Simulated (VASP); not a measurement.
# La: single point with PBEsol+D4

The system is La.

```
CELL_PARAMETERS angstrom
0.00000 2.53913 2.53913
2.53913 0.00000 2.53913
2.53913 2.53913 0.00000
ATOMIC_POSITIONS crystal
La 0.00000 0.00000 0.00000
```

This isn't the form of La at room conditions, which is double hcp.

| Property | Result |
| --- | --- |
| Program | VASP 6.6.1 |
| Task | single point |
| Functional | PBEsol |
| Dispersion | D4 |
| Potentials or basis | VASP PAW PBE potentials, release 64 (La) |
| Cutoff | 520 eV |
| k mesh | 7 × 7 × 7 |
| Occupations | fermi-dirac, width 0.1 eV |
| Spin | non-collinear spin, typed start, spin-orbit coupling |
| Starting moments | [[0.238, 0.308, 0.389]] μB |

```yaml
Pressure: -0.1 GPa
Net_moment: 0.00 μB per cell
Valence_electrons_inside_the_program's_atomic_spheres: La 8.71
Dispersion_energy_per_atom: -0.195 eV
```

Moments on the atoms (μB; x, y, z):
```
La  0.00 0.00 0.00
```

Run time: 6.1 min on 1 thread of Intel(R) Xeon(R) Platinum 8488C (Sapphire Rapids), on a shared host, peak memory 0.38 GiB.

Caveat: the PAW data sets were made with another functional, which shifts forces and pressure a little.
